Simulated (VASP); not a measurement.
Set up this calculation in VASP 6.6.1, as the native input.

- Task: relaxation of cell and atoms
- Functional: PBEsol
- Potentials or basis: VASP PAW PBE potentials, release 64 (Sb)
- Cutoff: 500 eV
- k mesh: 6 × 6 × 6
- Occupations: gaussian, width 0.1 eV
- Spin: no spin polarisation
- Dipole correction: no
- Further INCAR settings: ALGO = Normal; EDIFF = 1e-07; IBRION = 2; EDIFFG = -0.03; NSW = 80; ISIF = 3

The structure of Sb lies in POSCAR:

```
Sb
1.0
    2.1542000000      1.2437280000      3.7580000000
   -2.1542000000      1.2437280000      3.7580000000
    0.0000000000     -2.4874560000      3.7580000000
Sb
2
Direct
    0.2334900000      0.2334900000      0.2334900000
    0.7665100000      0.7665100000      0.7665100000
```

These files were run (other wordings do the same):

INCAR

```
PREC     = Accurate       # precision mode
ENCUT    = 500            # plane-wave cutoff, eV
EDIFF    = 1E-7           # SCF threshold, eV
ISMEAR   = 0              # smearing method
SIGMA    = 0.1            # smearing width, eV
LREAL    = F              # projectors in reciprocal space
LASPH    = T              # aspherical terms in the spheres
NELM     = 120            # most SCF steps
ALGO     = Normal         # electronic algorithm
ISIF     = 3              # what is computed and relaxed
LWAVE    = F              # write WAVECAR
LCHARG   = F              # write CHGCAR
GGA      = PS             # functional
IBRION   = 2              # ionic algorithm
NSW      = 80             # ionic steps
EDIFFG   = -0.03          # ionic threshold
GGA_COMPAT= F            
NELMIN   = 4
```

KPOINTS

```
regular mesh
0
Gamma
  6 6 6
```

Potentials or basis: VASP PAW PBE potentials, release 64 (Sb).

Launch:

```bash
$ cat potpaw_PBE.64/Sb/POTCAR > POTCAR
$ mpirun -np 1 vasp_std > vasp.out
```

It gave:

* Relaxed volume: 30.22 Å³/atom
* Relaxed cell: a = 4.491 Å, b = 4.491 Å, c = 4.491 Å, α = 57.55°, β = 57.55°, γ = 57.55°
* Space group after relaxing (to 0.1 Å): R-3m (No. 166)
* Energy gained by relaxing: 0.5 meV/atom
* Ionic steps: 5
* Pressure after relaxing: 0.0 GPa
* Largest force after relaxing: 0.008 eV/Å
* Band gap on the k mesh: zero (bands 5 and 6 overlap by 0.27 eV)

Caveat: the PAW data sets were made with another functional, which shifts forces and pressure a little; spin-orbit coupling is left out, which moves the levels of the heavy elements.

It took 100 s on 1 thread of Intel Xeon 8259CL (shared host), peak memory 0.2 GiB.
